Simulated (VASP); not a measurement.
The system is Se.

```
Se
1.0
     2.83950    0.00000    0.00000
     0.00000    2.21123    0.00000
    -1.41696    0.00000    4.55135
Se
1
Direct
  0.50000 0.00000 0.50000
```

The cell was built from a structure type or drawn by symmetry, and may not be a known phase.

```yaml
Program: VASP 6.6.1
Task: relaxation of cell and atoms
Functional: PBE
Potentials_or_basis: VASP PAW PBE potentials, release 64 (Se)
Cutoff: 600 eV
k_mesh: 6 × 8 × 4
Occupations: gaussian, width 0.1 eV
Spin: no spin polarisation
```

At the start: pressure 16.1 GPa; volume 28.58 Å³/atom.

Q: Where does the relaxation end?

A: Over 17 steps the energy falls by 719.1 meV/atom and the volume is 31.48 Å³/atom (+10.2 %); space group Cmmm (No. 65, to 0.1 Å) before and after.

Step by step:
| step | energy change (eV) | largest force (eV/Å) | pressure (GPa) | volume (Å³) |
| --- | --- | --- | --- | --- |
| 1 | 0.0000 | 0.0000 | 16.14 | 28.58 |
| 2 | -0.2536 | 0.0000 | -8.18 | 40.69 |
| 3 | -0.5891 | 0.0000 | -3.05 | 34.21 |
| 4 | -0.5930 | 0.0000 | -2.42 | 33.86 |
| 5 | -0.5937 | 0.0000 | -1.98 | 33.62 |
| 6 | -0.5936 | 0.0000 | -2.17 | 33.72 |
| 7 | -0.6656 | 0.0000 | -0.96 | 32.15 |
| 8 | -0.1830 | 0.0000 | 22.29 | 27.22 |
| 9 | -0.6868 | 0.0000 | -0.05 | 31.57 |
| 10 | -0.6987 | 0.0000 | 3.36 | 30.12 |
| 11 | -0.7044 | 0.0000 | 1.26 | 30.92 |
| 12 | -0.7078 | 0.0000 | 2.20 | 30.52 |
| 13 | -0.6868 | 0.0000 | 2.17 | 31.09 |
| 14 | -0.7106 | 0.0000 | 1.94 | 30.68 |
| 15 | -0.7114 | 0.0000 | 1.99 | 30.64 |
| 16 | -0.7144 | 0.0000 | -1.35 | 32.18 |
| 17 | -0.7191 | 0.0000 | 0.02 | 31.48 |

Final structure:
```cif
data_structure
_symmetry_space_group_name_H-M 'P 1'
_symmetry_Int_Tables_number 1
_cell_length_a 2.5627
_cell_length_b 2.7094
_cell_length_c 4.7131
_cell_angle_alpha 90.000
_cell_angle_beta 105.846
_cell_angle_gamma 90.000
_cell_volume 31.48
loop_
_atom_site_label
_atom_site_type_symbol
_atom_site_fract_x
_atom_site_fract_y
_atom_site_fract_z
_atom_site_occupancy
Se1 Se 0.50000 0.00000 0.50000 1
```

Caveat: the k points lie up to 0.42 Å⁻¹ apart in the final cell, too coarse for converged energies and pressures of a metal; a cell axis changed by over 15 % at a fixed basis, so the end point is rough.
